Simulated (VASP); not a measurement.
P, 3 atoms in the cell. The structure is hexagonal, space group P6/mmm (No. 191). Conventional cell: a = 3.403 Å, b = 3.403 Å, c = 2.110 Å, α = 90.00°, β = 90.00°, γ = 120.00°. P (site symmetry 6/mmm) has 14 P at 2.11 to 2.23 Å within 2.8 Å. P (site symmetry -6m2) has 11 P at 1.96 to 2.23 Å within 2.6 Å. This isn't the form of P at room conditions, which is orthorhombic.

* Program: VASP 6.6.1
* Task: relaxation of cell and atoms
* Functional: PBE
* Potentials or basis: VASP PAW PBE potentials, release 64 (P)
* Cutoff: 600 eV
* k mesh: 11 × 11 × 15
* Occupations: fermi-dirac, width 0.1 eV
* Spin: no spin polarisation
* Target pressure: 270 GPa
* Dipole correction: no
* Further INCAR settings: ALGO = Normal; EDIFF = 1e-06; IBRION = 2; EDIFFG = -0.005; NSW = 60; ISIF = 3

Potentials or basis: VASP PAW PBE potentials, release 64 (P).

Command:

```bash
$ cat potpaw_PBE.64/P/POTCAR > POTCAR
$ mpirun -np 1 vasp_std > vasp.out
```

Hardware: 1 thread of Intel Xeon 8259CL (shared host).

Problem. Estimate the wall time of this run.

Solution. Run time: 3.6 min on 1 thread of Intel Xeon 8259CL (shared host), peak memory 0.16 GiB. Counts: scf iterations 63, k points 128, ion steps 9.
